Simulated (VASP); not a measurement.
# Cd4SbO (F-43m) in VASP: a series of runs

Cd4SbO is run at these levels: PBE; tasks: single point, relaxation of cell and atoms.

Program: VASP 6.6.1. These are calculated values, not measurements. Logs are shortened: lines on timing, memory, paths and dates and some standing lists are left out, and cuts for length are marked.

## 1. The cell of the first run

It takes space group F-43m (No. 216, cubic). The conventional cell has a = 8.038 Å, b = 8.038 Å, c = 8.038 Å, α = 90.00°, β = 90.00°, γ = 90.00°. Cd (site symmetry 3m) has 1 O at 1.58 Å within 2.1 Å. Within 4.4 Å of Sb (site symmetry -43m) lie 12 Cd at 3.36 Å and 6 O at 4.02 Å. Within 2.1 Å of O (site symmetry -43m) lie 4 Cd at 1.58 Å.

The cell was generated, and may not be a known phase.

## 2. Single point, PBE

INCAR

```
  PREC = Accurate
  ENCUT = 520
  EDIFF = 1E-6
  ISMEAR = 0
  SIGMA = 0.1
  LREAL = F
  LASPH = T
  NELM = 60
  ALGO = Fast
  ISIF = 2
  LWAVE = F
  LCHARG = F
  GGA = PE
  NBANDS = 38
```

KPOINTS

```
regular mesh
0
Gamma
  4 4 4
```

POSCAR

```
Cd4SbO
1.0
    0.0000000000      4.0187607000      4.0187607000
    4.0187607000      0.0000000000      4.0187607000
    4.0187607000      4.0187607000      0.0000000000
Cd Sb O
4 1 1
Direct
    0.1362836300      0.1362836300      0.1362836300
    0.1362836300      0.1362836300      0.5911491200
    0.1362836300      0.5911491200      0.1362836300
    0.5911491200      0.1362836300      0.1362836300
    0.7500000000      0.7500000000      0.7500000000
    0.2500000000      0.2500000000      0.2500000000
```

Potentials or basis: VASP PAW PBE potentials, release 64 (Cd, Sb, O).

Run with:

```bash
cat potpaw_PBE.64/Cd/POTCAR potpaw_PBE.64/Sb/POTCAR potpaw_PBE.64/O/POTCAR > POTCAR
mpirun -np 1 vasp_std > vasp.out
```

OUTCAR:

```text
PREC = Accurate
   ENCUT = 520
   EDIFF = 1E-6
   ISMEAR = 0
   LREAL = F
   LASPH = T
   NELM = 60
   ISIF = 2
   GGA = PE

 ion  position               nearest neighbor table
   1  0.136  0.136  0.136-   6 1.58   3 2.59   4 2.59   2 2.59   2 3.10   3 3.10   4 3.10   5 3.36
                             5 3.36   5 3.36
   2  0.136  0.136  0.591-   6 1.58   3 2.59   4 2.59   1 2.59   1 3.10   3 3.10   4 3.10   5 3.36
                             5 3.36   5 3.36
   3  0.136  0.591  0.136-   6 1.58   2 2.59   4 2.59   1 2.59   1 3.10   2 3.10   4 3.10   5 3.36
                             5 3.36   5 3.36
   4  0.591  0.136  0.136-   6 1.58   2 2.59   3 2.59   1 2.59   2 3.10   3 3.10   1 3.10   5 3.36
                             5 3.36   5 3.36
   5  0.750  0.750  0.750-   3 3.36   4 3.36   2 3.36   4 3.36   2 3.36   3 3.36   1 3.36   1 3.36
                             1 3.36   2 3.36   3 3.36   4 3.36
   6  0.250  0.250  0.250-   1 1.58   2 1.58   3 1.58   4 1.58

  LATTYP: Found a face centered cubic cell.
 ALAT       =     8.0375214000

  Lattice vectors:

 A1 = (   0.0000000000,   4.0187607000,   4.0187607000)
 A2 = (   4.0187607000,   0.0000000000,   4.0187607000)
 A3 = (   4.0187607000,   4.0187607000,   0.0000000000)

Analysis of symmetry for initial positions (statically):
=====================================================================
 Subroutine PRICEL returns:
 Original cell was already a primitive cell.

 Routine SETGRP: Setting up the symmetry group for a
 face centered cubic supercell.

 Subroutine GETGRP returns: Found 24 space group operations
 (whereof 24 operations were pure point group operations)
 out of a pool of 48 trial point group operations.

The static configuration has the point symmetry T_d .

Analysis of symmetry for dynamics (positions and initial velocities):
=====================================================================
 Subroutine PRICEL returns:
 Original cell was already a primitive cell.

 Routine SETGRP: Setting up the symmetry group for a
 face centered cubic supercell.

 Subroutine GETGRP returns: Found 24 space group operations
 (whereof 24 operations were pure point group operations)
 out of a pool of 48 trial point group operations.

The dynamic configuration has the point symmetry T_d .

 Subroutine INISYM returns: Found 24 space group operations
 (whereof 24 operations are pure point group operations),
 and found     1 'primitive' translations

[... 90 lines left out ...]
   NFREE  =      0    steps in history (QN), initial steepest desc. (CG)
   ISIF   =      2    stress and relaxation
   ISYM   =      2    0-nonsym 1-usesym 2-fastsym
   POTIM  = 0.5000    time-step for ionic-motion
   TEBEG  =    0.0;   TEEND  =   0.0 temperature during run
   PSTRESS=    0.0 pullay stress
   NELECT =      59.0000    total number of electrons
   NUPDOWN=      -1.0000    fix difference up-down
   EMIN   =  10.00;   EMAX   =-10.00  energy-range for DOS
   EFERMI =   0.00;   METHOD = LEGACY
   ISMEAR =     0;   SIGMA  =   0.10  broadening in eV -4-tet -1-fermi 0-gaus
   EFERMI_NEDOS =   21; number of points for ismear=-14 and -15
   IALGO  =     68    algorithm
   IMIX   =      4    mixing-type and parameters
     AMIX     =   0.40;   BMIX     =  1.00
     AMIX_MAG =   1.60;   BMIX_MAG =  1.00
  volume/ion in A,a.u.               =      21.63       146.00
  Fermi-wavevector in a.u.,A,eV,Ry     =   1.258703  2.378604 21.556171  1.584334
  Thomas-Fermi vector in A             =   2.392300
   LORBIT       =      0    0 simple, 1 ext, 2 COOP (PROOUT), +10 PAW based schemes
   GGA     = PE    functional components
   LHFCALC =     F    Hartree Fock is set to
   AEXX    =    0.0000 exact exchange contribution
   IVDW    =     0    specifies the selected vdW correction
   LEPSILON=     F    determine dielectric tensor
   LRPA    =     F    only Hartree local field effects (RPA)
 non-spin polarized calculation
 RMM-DIIS sequential band-by-band and
 Gauss-broadening in eV      SIGMA  =   0.10
  energy-cutoff  :      520.00
  volume of cell :      129.81
 maximum number of plane-waves:      3512
   NGX = 21   NGY = 21   NGZ = 21

 number of electron      58.9999991 magnetization

 Free energy of the ion-electron system (eV)
  ---------------------------------------------------
  ext. energy  EPLUGINS =         0.00000000
  ---------------------------------------------------
  free energy    TOTEN  =        11.13399828 eV

  energy without entropy =       11.16426946  energy(sigma->0) =       11.14913387

 E-fermi :   4.6828     XC(G=0): -10.1415

 val. band max:        4.6489866911   @ k =   0.5000   0.2500   0.0000
 cond. band min:       4.7161359482   @ k =  -0.2500   0.5000   0.2500
 fundamental gap:      0.0671492571
 Fermi energy:         4.6827730056

 k-point     1 :       0.0000    0.0000    0.0000
  band No.  band energies     occupation
      1     -23.6218      2.00000
      2     -11.9568      2.00000
      3     -11.9568      2.00000
      4     -11.9568      2.00000
      5      -7.2471      2.00000
      6      -7.2471      2.00000
[... 317 lines left out ...]
     37       9.8680      0.00000
     38      10.1748      0.00000

------------------------ aborting loop because EDIFF is reached ----------------------------------------

  FORCE on cell =-STRESS in cart. coord.  units (eV):
  Direction    XX          YY          ZZ          XY          YZ          ZX
  --------------------------------------------------------------------------------------
  -------------------------------------------------------------------------------------
  Total       68.5260360     68.5260360     68.5260360     -0.0000000      0.0000000      0.0000000
  in kB      845.7845684    845.7845684    845.7845684     -0.0000000      0.0000000      0.0000000
  external PRESSURE =     845.7845684 kB  Pullay stress =       0.0000000 kB

 VOLUME and BASIS-vectors are now :
 -----------------------------------------------------------------------------
  energy-cutoff  :      520.00
  volume of cell :      129.81
      direct lattice vectors                 reciprocal lattice vectors
     0.000000000  4.018760700  4.018760700    -0.124416465  0.124416465  0.124416465
     4.018760700  0.000000000  4.018760700     0.124416465 -0.124416465  0.124416465
     4.018760700  4.018760700  0.000000000     0.124416465  0.124416465 -0.124416465

 POSITION                                       TOTAL-FORCE (eV/Angst)
 -----------------------------------------------------------------------------------
      1.09538      1.09538      1.09538       -18.788281    -18.788281    -18.788281
      2.92338      2.92338      1.09538        18.788281     18.788281    -18.788281
      2.92338      1.09538      2.92338        18.788281    -18.788281     18.788281
      1.09538      2.92338      2.92338       -18.788281     18.788281     18.788281
      6.02814      6.02814      6.02814        -0.000000      0.000000     -0.000000
      2.00938      2.00938      2.00938        -0.000000     -0.000000     -0.000000
 -----------------------------------------------------------------------------------
    total drift:                               -0.000026     -0.000026     -0.000026

  FREE ENERGIE OF THE ION-ELECTRON SYSTEM (eV)
  ---------------------------------------------------
  free  energy   TOTEN  =        11.1339982847 eV

  energy  without entropy=       11.1642694595  energy(sigma->0) =       11.14913387
```

OSZICAR:

```text
N       E                     dE             d eps       ncg     rms          rms(c)
DAV:   1     0.529881775422E+03    0.52988E+03   -0.29816E+04   608   0.148E+03
DAV:   2     0.369459445932E+02   -0.49294E+03   -0.47857E+03   656   0.411E+02
DAV:   3     0.706813938679E+01   -0.29878E+02   -0.29485E+02   700   0.106E+02
DAV:   4     0.672919452577E+01   -0.33894E+00   -0.33830E+00   626   0.101E+01
DAV:   5     0.672575662204E+01   -0.34379E-02   -0.34377E-02   676   0.997E-01    0.714E+01
RMM:   6     0.107810121588E+02    0.40553E+01   -0.12307E+01   644   0.157E+01    0.423E+01
RMM:   7     0.110881941274E+02    0.30718E+00   -0.10335E+00   620   0.531E+00    0.129E+01
RMM:   8     0.111262663899E+02    0.38072E-01   -0.17651E-01   657   0.262E+00    0.120E+00
RMM:   9     0.111337901681E+02    0.75238E-02   -0.16877E-02   663   0.640E-01    0.361E-01
RMM:  10     0.111339560367E+02    0.16587E-03   -0.66078E-03   667   0.371E-01    0.150E-01
RMM:  11     0.111340194429E+02    0.63406E-04   -0.10423E-03   711   0.145E-01    0.651E-02
RMM:  12     0.111339980523E+02   -0.21391E-04   -0.13750E-04   662   0.753E-02    0.185E-02
RMM:  13     0.111339982500E+02    0.19773E-06   -0.16720E-05   659   0.208E-02    0.943E-03
RMM:  14     0.111339977220E+02   -0.52801E-06   -0.13821E-05   555   0.154E-02    0.592E-03
RMM:  15     0.111339982847E+02    0.56267E-06   -0.12308E-06   432   0.566E-03
   1 F= 0.11133998E+02 E0= 0.11149134E+02  d E =-.302712E-01
```

Run time: 47 s. Hardware: 1 thread of Oxide Virtual Turin-like, shared host; peak memory 0.23 GiB.

What came out:

```
Free energy            : 11.1340 eV
Pressure               : 84.6 GPa
Largest force          : 32.542 eV/Å
Band gap on the k mesh : zero (an odd number of electrons rules out a gap without spin polarisation)
```

Forces in eV/Å, atoms in the order of the input:
```
Cd  -18.788 -18.788 -18.788
Cd   18.788  18.788 -18.788
Cd   18.788 -18.788  18.788
Cd  -18.788  18.788  18.788
Sb    0.000   0.000   0.000
O     0.000   0.000   0.000
```

Caveat: the cell stands under pressure; spin-orbit coupling is left out, which moves the levels of the heavy elements; forces of over 1 eV/Å act on the atoms, so gaps and moduli don't describe the material at rest.

## 3. Single point, PBE

This run uses another cell than the first one, of 29.98 Å³/atom.

INCAR

```
PREC = Accurate
ENCUT = 520
EDIFF = 1E-7
ISMEAR = 0
SIGMA = 0.1
LREAL = F
LASPH = T
NELM = 100
ALGO = Normal
ISIF = 2
LWAVE = F
LCHARG = T
GGA = PE
LELF = T
LVHAR = T
NBANDS = 38
```

KPOINTS

```
Automatic mesh
0
Gamma
  4 4 4
```

POSCAR

```
Cd4SbO
1.0
    0.0000000000      4.4805887749      4.4805887749
    4.4805887749      0.0000000000      4.4805887749
    4.4805887749      4.4805887749      0.0000000000
Cd Sb O
4 1 1
Direct
    0.1119782693      0.1119782693      0.1119782693
    0.1119782693      0.1119782693      0.6640651922
    0.1119782693      0.6640651922      0.1119782693
    0.6640651922      0.1119782693      0.1119782693
    0.7500000000      0.7500000000      0.7500000000
    0.2500000000      0.2500000000      0.2500000000
```

Potentials or basis: VASP PAW PBE potentials, release 64 (Cd, Sb, O).

Run with:

```bash
cat potpaw_PBE.64/Cd/POTCAR potpaw_PBE.64/Sb/POTCAR potpaw_PBE.64/O/POTCAR > POTCAR
mpirun -np 1 vasp_std > vasp.out
```

Run time: 81 s. Hardware: 1 thread of Oxide Virtual Turin-like, shared host; peak memory 0.3 GiB.

It converged, with:

| Property | Result |
| --- | --- |
| Free energy | -12.0556 eV |
| Pressure | 0.8 GPa |
| Largest force | 0.060 eV/Å |
| Band gap on the k mesh | zero (an odd number of electrons rules out a gap without spin polarisation) |

Forces in eV/Å, atoms in the order of the input:
```
Cd  -0.035 -0.035 -0.035
Cd   0.035  0.035 -0.035
Cd   0.035 -0.035  0.035
Cd  -0.035  0.035  0.035
Sb   0.000  0.000  0.000
O    0.000  0.000  0.000
```

Levels at points of the mesh, in eV from the Fermi level:
```csv
k point,band 26,band 27,band 28,band 29,band 30,band 31,band 32,band 33
"(0.00, 0.00, 0.00)",-4.56,-1.43,-1.43,-1.43,0.01,0.01,0.01,1.63
"(0.50, 0.00, 0.00)",-4.58,-1.91,-1.91,-1.90,0.72,0.72,1.43,2.18
"(0.50, 0.50, 0.00)",-4.17,-1.75,-1.75,-1.71,-0.78,2.04,2.04,2.16
```

Caveat: spin-orbit coupling is left out, which moves the levels of the heavy elements.

## 4. Single point, PBE

This run uses another cell than the first one, of 30.18 Å³/atom.

INCAR

```
PREC = Accurate ; ENCUT = 520
EDIFF = 1E-6 ; ISMEAR = 0
SIGMA = 0.1 ; LREAL = False
LASPH = True ; NELM = 100
ALGO = Fast ; ISIF = 2
LWAVE = False ; LCHARG = False
GGA = PE ; NBANDS = 38
```

KPOINTS

```
regular mesh
0
Gamma
  8 8 8
```

POSCAR

```
Cd4SbO
1.0
    0.0000000000      4.4901053158      4.4901053158
    4.4901053158      0.0000000000      4.4901053158
    4.4901053158      4.4901053158      0.0000000000
Cd Sb O
4 1 1
Direct
    0.8879590336      0.3361228993      0.8879590336
    0.8879590336      0.8879590336      0.8879590336
    0.3361228993      0.8879590336      0.8879590336
    0.8879590336      0.8879590336      0.3361228993
    0.2500000000      0.2500000000      0.2500000000
    0.7500000000      0.7500000000      0.7500000000
```

Run with:

```bash
cat potpaw_PBE.64/Cd/POTCAR potpaw_PBE.64/Sb/POTCAR potpaw_PBE.64/O/POTCAR > POTCAR
mpirun -np 1 vasp_std > vasp.out
```

It took 4.1 min on 1 thread of Oxide Virtual Turin-like, shared host; peak memory 0.39 GiB.

The run converged. Its results:

```yaml
Free_energy: -12.1519 eV
Pressure: 0.4 GPa
Largest_force: 0.070 eV/Å
Band_gap_on_the_k_mesh: zero (an odd number of electrons rules out a gap without spin polarisation)
```

Forces on the atoms (eV/Å):
```
Cd  -0.041  0.041 -0.041
Cd   0.041  0.041  0.041
Cd   0.041 -0.041 -0.041
Cd  -0.041 -0.041  0.041
Sb   0.000  0.000  0.000
O    0.000  0.000  0.000
```

Levels at points of the mesh, in eV from the Fermi level:
```csv
k point,band 26,band 27,band 28,band 29,band 30,band 31,band 32,band 33,band 34,band 35
"(0.00, 0.00, 0.00)",-4.53,-1.40,-1.40,-1.40,0.03,0.03,0.03,1.67,1.67,1.73
"(0.50, 0.00, 0.00)",-4.54,-1.88,-1.88,-1.88,0.74,0.74,1.43,2.20,2.81,2.81
"(0.50, 0.50, 0.00)",-4.13,-1.72,-1.72,-1.68,-0.75,2.04,2.04,2.18,2.57,3.87
```

Caveat: spin-orbit coupling is left out, which moves the levels of the heavy elements.

## 5. Relaxation of cell and atoms, PBE

This run uses another cell than the first one, of 29.98 Å³/atom.

INCAR

```
PREC = Accurate
ENCUT = 600
EDIFF = 1E-6
ISMEAR = 0
SIGMA = 0.1
LREAL = F
LASPH = T
NELM = 100
ALGO = Fast
ISIF = 3
LWAVE = F
LCHARG = F
GGA = PE
IBRION = 2
NSW = 100
EDIFFG = -0.01
```

KPOINTS is that of step 4.

POSCAR

```
Cd4SbO
1.0
    0.0000000000      4.4805887749      4.4805887749
    4.4805887749      0.0000000000      4.4805887749
    4.4805887749      4.4805887749      0.0000000000
Cd Sb O
4 1 1
Direct
    0.8880217307      0.3359348078      0.8880217307
    0.8880217307      0.8880217307      0.8880217307
    0.3359348078      0.8880217307      0.8880217307
    0.8880217307      0.8880217307      0.3359348078
    0.2500000000      0.2500000000      0.2500000000
    0.7500000000      0.7500000000      0.7500000000
```

Run with:

```bash
cat potpaw_PBE.64/Cd/POTCAR potpaw_PBE.64/Sb/POTCAR potpaw_PBE.64/O/POTCAR > POTCAR
mpirun -np 1 vasp_std > vasp.out
```

Wall time 17 min (1 thread of Oxide Virtual Turin-like, shared host); peak memory 0.51 GiB.

Results (log left out):

```
Free energy                           : -12.1538 eV
Relaxed volume                        : 30.43 Å³/atom
Relaxed cell                          : a = 6.368 Å, b = 6.368 Å, c = 6.368 Å, α = 60.00°, β = 60.00°, γ = 60.00°
Space group after relaxing (to 0.1 Å) : F-43m (No. 216)
Energy gained by relaxing             : 0.8 meV/atom
Ionic steps                           : 5
Pressure after relaxing               : 0.0 GPa
Band gap on the k mesh                : zero (an odd number of electrons rules out a gap without spin polarisation)
```

The path:
| step | energy change (eV) | largest force (eV/Å) | pressure (GPa) | volume (Å³) |
| --- | --- | --- | --- | --- |
| 1 | 0.0000 | 0.0620 | 0.60 | 179.90 |
| 2 | -0.0048 | 0.0415 | -0.08 | 182.83 |
| 3 | -0.0049 | 0.0262 | 0.02 | 182.40 |
| 4 | -0.0049 | 0.0285 | 0.01 | 182.45 |
| 5 | -0.0050 | 0.0009 | -0.01 | 182.57 |

Final structure:
```
CELL_PARAMETERS angstrom
0.00000 4.50266 4.50266
4.50266 0.00000 4.50266
4.50266 4.50266 0.00000
ATOMIC_POSITIONS crystal
Cd 0.88811 0.33567 0.88811
Cd 0.88811 0.88811 0.88811
Cd 0.33567 0.88811 0.88811
Cd 0.88811 0.88811 0.33567
Sb 0.25000 0.25000 0.25000
O 0.75000 0.75000 0.75000
```

Levels at points of the mesh, in eV from the Fermi level:
```csv
k point,band 28,band 29,band 30,band 31,band 32,band 33
"(0.00, 0.00, 0.00)",-1.38,-1.38,0.03,0.03,0.03,1.69
"(0.50, 0.00, 0.00)",-1.86,-1.86,0.73,0.73,1.41,2.20
"(0.50, 0.50, 0.00)",-1.70,-1.68,-0.73,2.01,2.01,2.18
```

Caveat: spin-orbit coupling is left out, which moves the levels of the heavy elements.

## 6. Overview

```tsv
task	cell	k mesh	cutoff (eV)	gap on the mesh (eV)	pressure (GPa)	largest force (eV/Å)
single point	a = 5.683 Å, angles 60.0°, 6 atoms, atomic positions A	4 × 4 × 4	520	none	84.6	32.54
single point	a = 6.337 Å, angles 60.0°, 6 atoms, atomic positions B	4 × 4 × 4	520	none	0.8	0.06
single point	a = 6.350 Å, angles 60.0°, 6 atoms, atomic positions C	8 × 8 × 8	520	none	0.4	0.07
relaxation of cell and atoms	relaxed from a = 6.337 Å, angles 60.0°, 6 atoms, atomic positions B	8 × 8 × 8	600	none	0.0	-
```

Alike in all rows: level PBE; potentials or basis VASP PAW PBE potentials, release 64 (Cd, Sb, O); no spin polarisation; smearing gaussian 0.1 eV.

Caveats: spin-orbit coupling is left out, which moves the levels of the heavy elements; the cell stands under pressure (at least some runs); forces of over 1 eV/Å act on the atoms, so gaps and moduli don't describe the material at rest (at least some runs).

Total energies depend on the potentials used, so only differences within one code and one set of settings carry meaning.

The gap in the log of VASP goes by the Fermi energy; the results here count the filled bands.